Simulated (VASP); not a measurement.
# VSb3 (Pm-3m) in VASP: further runs

VSb3 is run at these levels: PBE; tasks: single point.

Everything below comes from runs of VASP 6.6.1. Logs are shortened: lines on timing, memory, paths and dates and some standing lists are left out, and cuts for length are marked.

### Step 1. The cell of the first run

Symmetry: Pm-3m, No. 221, cubic system. The conventional cell has a = 4.552 Å, b = 4.552 Å, c = 4.552 Å, α = 90.00°, β = 90.00°, γ = 90.00°. V (site symmetry m-3m) has 12 Sb at 3.22 Å within 4.2 Å. Sb (site symmetry 4/mmm) has 4 V at 3.22 Å and 8 Sb at 3.22 Å within 4.2 Å.

### Step 2. Single point, PBE, collinear spin, ferromagnetic start

The input, INCAR:

```
PREC = Accurate
ENCUT = 520
EDIFF = 1E-6
ISMEAR = 0
SIGMA = 0.1
LREAL = F
LASPH = T
NELM = 150
ALGO = Normal
ISIF = 2
LWAVE = F
LCHARG = F
ISPIN = 2
MAGMOM = 2 0 0 0
LORBIT = 11
LMAXMIX = 4
GGA = PE
NBANDS = 26
```

The input, KPOINTS:

```
regular mesh
0
Gamma
  4 4 4
```

The input, POSCAR:

```
VSb3
1.0
    4.5518638003      0.0000000000      0.0000000000
    0.0000000000      4.5518638003      0.0000000000
    0.0000000000      0.0000000000      4.5518638003
V Sb
1 3
Direct
    0.0000000000      0.0000000000      0.0000000000
    0.0000000000      0.5000000000      0.5000000000
    0.5000000000      0.0000000000      0.5000000000
    0.5000000000      0.5000000000      0.0000000000
```

Potentials or basis: VASP PAW PBE potentials, release 64 (V_sv, Sb).

The run is started by

```console
$ cat potpaw_PBE.64/V_sv/POTCAR potpaw_PBE.64/Sb/POTCAR > POTCAR
$ mpirun -np 1 vasp_std > vasp.out
```

OUTCAR:

```text
PREC = Accurate
   ENCUT = 520
   EDIFF = 1E-6
   ISMEAR = 0
   LREAL = F
   LASPH = T
   NELM = 150
   ISIF = 2
   ISPIN = 2
   LORBIT = 11
   GGA = PE

 ion  position               nearest neighbor table
   1  0.000  0.000  0.000-   2 3.22   3 3.22   4 3.22   2 3.22   3 3.22   2 3.22   4 3.22   2 3.22
                             3 3.22   4 3.22   3 3.22   4 3.22
   2  0.000  0.500  0.500-   1 3.22   3 3.22   4 3.22   1 3.22   4 3.22   1 3.22   3 3.22   1 3.22
                             3 3.22   4 3.22   4 3.22   3 3.22
   3  0.500  0.000  0.500-   1 3.22   2 3.22   4 3.22   1 3.22   4 3.22   2 3.22   4 3.22   4 3.22
                             1 3.22   2 3.22   1 3.22   2 3.22
   4  0.500  0.500  0.000-   1 3.22   2 3.22   3 3.22   2 3.22   3 3.22   1 3.22   3 3.22   3 3.22
                             1 3.22   2 3.22   2 3.22   1 3.22

  LATTYP: Found a simple cubic cell.
 ALAT       =     4.5518638003

  Lattice vectors:

 A1 = (   4.5518638003,   0.0000000000,   0.0000000000)
 A2 = (   0.0000000000,   4.5518638003,   0.0000000000)
 A3 = (   0.0000000000,   0.0000000000,   4.5518638003)

Analysis of symmetry for initial positions (statically):
=====================================================================
 Subroutine PRICEL returns:
 Original cell was already a primitive cell.

 Routine SETGRP: Setting up the symmetry group for a
 simple cubic supercell.

 Subroutine GETGRP returns: Found 48 space group operations
 (whereof 48 operations were pure point group operations)
 out of a pool of 48 trial point group operations.

The static configuration has the point symmetry O_h .

Analysis of symmetry for dynamics (positions and initial velocities):
=====================================================================
 Subroutine PRICEL returns:
 Original cell was already a primitive cell.

 Routine SETGRP: Setting up the symmetry group for a
 simple cubic supercell.

 Subroutine GETGRP returns: Found 48 space group operations
 (whereof 48 operations were pure point group operations)
 out of a pool of 48 trial point group operations.

The dynamic configuration has the point symmetry O_h .

Analysis of structural, dynamic, and magnetic symmetry:
=====================================================================
 Subroutine PRICEL returns:
 Original cell was already a primitive cell.

 Routine SETGRP: Setting up the symmetry group for a
 simple cubic supercell.

 Subroutine GETGRP returns: Found 48 space group operations
 (whereof 48 operations were pure point group operations)
 out of a pool of 48 trial point group operations.

The overall configuration has the point symmetry O_h .

 Subroutine INISYM returns: Found 48 space group operations
 (whereof 48 operations are pure point group operations),
 and found     1 'primitive' translations

----------------------------------------------------------------------------------------

                                     Primitive cell

  volume of cell :      94.3122

  direct lattice vectors                    reciprocal lattice vectors
     4.551863800  0.000000000  0.000000000     0.219690229  0.000000000  0.000000000
     0.000000000  4.551863800  0.000000000     0.000000000  0.219690229  0.000000000
     0.000000000  0.000000000  4.551863800     0.000000000  0.000000000  0.219690229

  length of vectors
     4.551863800  4.551863800  4.551863800     0.219690229  0.219690229  0.219690229

  position of ions in fractional coordinates (direct lattice)
     0.000000000  0.000000000  0.000000000
     0.000000000  0.500000000  0.500000000
     0.500000000  0.000000000  0.500000000
     0.500000000  0.500000000  0.000000000

  ion indices of the primitive-cell ions
   primitive index   ion index
                 1           1
                 2           2
                 3           3
                 4           4

----------------------------------------------------------------------------------------

 KPOINTS: regular mesh

Automatic generation of k-mesh.
 Grid dimensions read from file:
 generate k-points for:    4    4    4

 Generating k-lattice:

  Cartesian coordinates                     Fractional coordinates (reciprocal lattice)
     0.054922557  0.000000000  0.000000000     0.250000000  0.000000000  0.000000000
     0.000000000  0.054922557  0.000000000     0.000000000  0.250000000  0.000000000
     0.000000000  0.000000000  0.054922557     0.000000000  0.000000000  0.250000000

  Length of vectors
     0.054922557  0.054922557  0.054922557

  Shift w.r.t. Gamma in fractional coordinates (k-lattice)
     0.000000000  0.000000000  0.000000000

 Subroutine IBZKPT returns following result:
 ===========================================

 Found     10 irreducible k-points:

 Following reciprocal coordinates:
            Coordinates               Weight
  0.000000  0.000000  0.000000      1.000000
  0.250000  0.000000  0.000000      6.000000
  0.500000  0.000000  0.000000      3.000000
  0.250000  0.250000  0.000000     12.000000
  0.500000  0.250000  0.000000     12.000000
  0.500000  0.500000  0.000000      3.000000
  0.250000  0.250000  0.250000      8.000000
  0.500000  0.250000  0.250000     12.000000
  0.500000  0.500000  0.250000      6.000000
  0.500000  0.500000  0.500000      1.000000
   k-points           NKPTS =     10   k-points in BZ     NKDIM =     10   number of bands    NBANDS=     26
   number of dos      NEDOS =    301   number of ions     NIONS =      4
   total plane-waves  NPLWV =  46656
   dimension x,y,z NGX =    36 NGY =   36 NGZ =   36
   dimension x,y,z NGXF=    72 NGYF=   72 NGZF=   72
   ions per type =               1   3
   NGX,Y,Z   is equivalent  to a cutoff of  13.15, 13.15, 13.15 a.u.
   NGXF,Y,Z  is equivalent  to a cutoff of  26.30, 26.30, 26.30 a.u.
 SYSTEM =  unknown system
   PREC   = accura    normal or accurate (medium, high low for compatibility)
   ISTART =      0    job   : 0-new  1-cont  2-samecut
   ICHARG =      2    charge: 1-file 2-atom 10-const
   ISPIN  =      2    spin polarized calculation?
   LNONCOLLINEAR =      F non collinear calculations
   LSORBIT =      F    spin-orbit coupling
   LASPH  =      T    aspherical Exc in radial PAW
   ENCUT  =  520.0 eV  38.22 Ry    6.18 a.u.   8.46  8.46  8.46*2*pi/ulx,y,z
   NELM   =    150;   NELMIN=  2; NELMDL= -5     # of ELM steps
   EDIFF  = 0.1E-05   stopping-criterion for ELM
   LREAL  =      F    real-space projection
   EDIFFG = 0.1E-04   stopping-criterion for IOM
   NSW    =      0    number of steps for IOM
   IBRION =     -1    ionic relax: 0-MD 1-quasi-New 2-CG
   NFREE  =      0    steps in history (QN), initial steepest desc. (CG)
   ISIF   =      2    stress and relaxation
   ISYM   =      2    0-nonsym 1-usesym 2-fastsym
   POTIM  = 0.5000    time-step for ionic-motion
   TEBEG  =    0.0;   TEEND  =   0.0 temperature during run
   PSTRESS=    0.0 pullay stress
   NELECT =      28.0000    total number of electrons
   NUPDOWN=      -1.0000    fix difference up-down
   EMIN   =  10.00;   EMAX   =-10.00  energy-range for DOS
   EFERMI =   0.00;   METHOD = LEGACY
   ISMEAR =     0;   SIGMA  =   0.10  broadening in eV -4-tet -1-fermi 0-gaus
   EFERMI_NEDOS =   21; number of points for ismear=-14 and -15
   IALGO  =     38    algorithm
   IMIX   =      4    mixing-type and parameters
     AMIX     =   0.40;   BMIX     =  1.00
     AMIX_MAG =   1.60;   BMIX_MAG =  1.00
  volume/ion in A,a.u.               =      23.58       159.11
  Fermi-wavevector in a.u.,A,eV,Ry     =   1.092123  2.063813 16.228115  1.192733
  Thomas-Fermi vector in A             =   2.228382
   LORBIT       =     11    0 simple, 1 ext, 2 COOP (PROOUT), +10 PAW based schemes
   GGA     = PE    functional components
   LHFCALC =     F    Hartree Fock is set to
   AEXX    =    0.0000 exact exchange contribution
   IVDW    =     0    specifies the selected vdW correction
   LEPSILON=     F    determine dielectric tensor
   LRPA    =     F    only Hartree local field effects (RPA)
 spin polarized calculation
 Gauss-broadening in eV      SIGMA  =   0.10
  energy-cutoff  :      520.00
  volume of cell :       94.31
 maximum number of plane-waves:      2560
 NGX is ok and might be reduce to    36
   NGX = 17   NGY = 17   NGZ = 17

 number of electron      27.9999992 magnetization       3.0549138

 Free energy of the ion-electron system (eV)
  ---------------------------------------------------
  ext. energy  EPLUGINS =         0.00000000
  ---------------------------------------------------
  free energy    TOTEN  =       -19.78835586 eV

  energy without entropy =      -19.78141788  energy(sigma->0) =      -19.78488687

 E-fermi :   9.0617     XC(G=0): -10.5908

 val. band max:        9.0559775527   @ k =   0.5000   0.5000   0.5000
 cond. band min:       9.1687627354   @ k =   0.5000   0.0000   0.0000
 fundamental gap:      0.1127851827
 Fermi energy:         9.0616674068

 spin component 1

 k-point     1 :       0.0000    0.0000    0.0000
  band No.  band energies     occupation
      1     -55.8322      1.00000
      2     -29.7275      1.00000
      3     -29.7275      1.00000
      4     -29.7275      1.00000
      5      -3.9946      1.00000
      6       1.6918      1.00000
[... 279 lines left out ...]
     25      18.4394      0.00000
     26      18.5990      0.00000
 Fermi energy:         9.0616674068

 spin component 2

 k-point     1 :       0.0000    0.0000    0.0000
  band No.  band energies     occupation
      1     -53.2232      1.00000
      2     -27.1341      1.00000
      3     -27.1341      1.00000
      4     -27.1341      1.00000
      5      -3.9710      1.00000
      6       1.6899      1.00000
[... 279 lines left out ...]
     25      18.4223      0.00000
     26      18.7123      0.00000

------------------------ aborting loop because EDIFF is reached ----------------------------------------

  FORCE on cell =-STRESS in cart. coord.  units (eV):
  Direction    XX          YY          ZZ          XY          YZ          ZX
  --------------------------------------------------------------------------------------
  -------------------------------------------------------------------------------------
  Total        1.7355856      1.7355856      1.7355856      0.0000000      0.0000000     -0.0000000
  in kB       29.4841650     29.4841650     29.4841650      0.0000000      0.0000000     -0.0000000
  external PRESSURE =      29.4841650 kB  Pullay stress =       0.0000000 kB

 VOLUME and BASIS-vectors are now :
 -----------------------------------------------------------------------------
  energy-cutoff  :      520.00
  volume of cell :       94.31
      direct lattice vectors                 reciprocal lattice vectors
     4.551863800  0.000000000  0.000000000     0.219690229  0.000000000  0.000000000
     0.000000000  4.551863800  0.000000000     0.000000000  0.219690229  0.000000000
     0.000000000  0.000000000  4.551863800     0.000000000  0.000000000  0.219690229

 POSITION                                       TOTAL-FORCE (eV/Angst)
 -----------------------------------------------------------------------------------
      0.00000      0.00000      0.00000         0.000000      0.000000      0.000000
      0.00000      2.27593      2.27593         0.000000      0.000000      0.000000
      2.27593      0.00000      2.27593         0.000000      0.000000      0.000000
      2.27593      2.27593      0.00000         0.000000      0.000000      0.000000
 -----------------------------------------------------------------------------------
    total drift:                                0.000000     -0.000000     -0.000000

  FREE ENERGIE OF THE ION-ELECTRON SYSTEM (eV)
  ---------------------------------------------------
  free  energy   TOTEN  =       -19.7883558642 eV

  energy  without entropy=      -19.7814178806  energy(sigma->0) =      -19.78488687

 total charge

# of ion       s       p       d       tot
------------------------------------------
    1        2.168   6.045   3.117  11.329
    2        1.246   1.102   0.049   2.398
    3        1.246   1.102   0.049   2.398
    4        1.246   1.102   0.049   2.398
--------------------------------------------------
tot          5.906   9.352   3.264  18.522

 magnetization (x)

# of ion       s       p       d       tot
------------------------------------------
    1        0.059   0.019   2.615   2.693
    2        0.004  -0.047   0.005  -0.037
    3        0.004  -0.047   0.005  -0.037
    4        0.004  -0.047   0.005  -0.037
--------------------------------------------------
tot          0.073  -0.123   2.631   2.582
```

Run time: 71 s. Hardware: 1 thread of Intel Xeon Platinum 8259CL at 2.50GHz (Skylake/Cascade Lake), shared host; peak memory 0.25 GiB.

Results:

* Free energy: -19.7884 eV
* Pressure: 2.9 GPa
* Net moment: 3.05 μB per cell
* Site moments: V +2.69; Sb -0.04 μB
* Valence electrons inside the program's atomic spheres: V 11.33; Sb 2.40

Caveat: spin-orbit coupling is left out, which moves the levels of the heavy elements.

### Step 3. Single point, PBE, collinear spin, ferromagnetic start

This run uses another cell than the first one, of 24.53 Å³/atom, 1.041 times its volume.

The input, INCAR:

```
SYSTEM = VSb3
PREC = Accurate
ENCUT = 520
EDIFF = 1E-6
ISMEAR = 0
SIGMA = 0.1
LREAL = .False.
LASPH = .True.
NELM = 150
ALGO = Normal
ISIF = 2
LWAVE = .False.
LCHARG = .False.
ISPIN = 2
MAGMOM = 3.18 0 0 0
LORBIT = 11
LMAXMIX = 4
GGA = PE
NBANDS = 26
```

The input, KPOINTS:

```
Automatic mesh
0
Gamma
  10 10 10
  0 0 0
```

The input, POSCAR:

```
VSb3
1.0
    4.6125491950      0.0000000000      0.0000000000
    0.0000000000      4.6125491950      0.0000000000
    0.0000000000      0.0000000000      4.6125491950
V Sb
1 3
Direct
    0.0000000000      0.0000000000      0.0000000000
    0.0000000000      0.5000000000      0.5000000000
    0.5000000000      0.0000000000      0.5000000000
    0.5000000000      0.5000000000      0.0000000000
```

Potentials or basis: VASP PAW PBE potentials, release 64 (V_sv, Sb).

The run is started by

```console
$ cat potpaw_PBE.64/V_sv/POTCAR potpaw_PBE.64/Sb/POTCAR > POTCAR
$ mpirun -np 1 vasp_std > vasp.out
```

It took 3.4 min on 1 thread of Intel Xeon Platinum 8259CL at 2.50GHz (Skylake/Cascade Lake), shared host; peak memory 0.38 GiB.

Results (log left out):

- Free energy: -19.7098 eV
- Pressure: 0.0 GPa
- Net moment: 3.06 μB per cell
- Site moments: V +2.71; Sb -0.04 μB
- Valence electrons inside the program's atomic spheres: V 11.30; Sb 2.38

Levels at points of the mesh, in eV from the Fermi level:
Spin up:
```tsv
k point	band 14	band 15	band 16	band 17	band 18	band 19
(0.00, 0.00, 0.00)	-0.49	-0.49	-0.36	0.78	0.78	0.78
(0.50, 0.00, 0.00)	-0.77	-0.56	-0.33	0.14	0.14	1.64
(0.50, 0.50, 0.00)	-1.00	-0.58	-0.54	-0.03	1.48	1.48
(0.50, 0.50, 0.50)	-0.39	0.00	0.00	0.00	4.21	4.21
```
Spin down:
```
           k point  band 10  band 11  band 12  band 13  band 14  band 15  band 16  band 17
(0.00, 0.00, 0.00)    -4.43     0.43     0.71     0.71     0.71     1.41     1.41     1.41
(0.50, 0.00, 0.00)    -1.94    -1.64    -1.64    -1.45    -0.72     1.53     1.57     1.57
(0.50, 0.50, 0.00)    -1.82    -1.82    -1.54    -0.89    -0.89     1.70     1.80     2.16
(0.50, 0.50, 0.50)    -4.92    -4.92    -0.09     2.22     2.22     2.24     2.24     2.24
```

Caveat: spin-orbit coupling is left out, which moves the levels of the heavy elements.
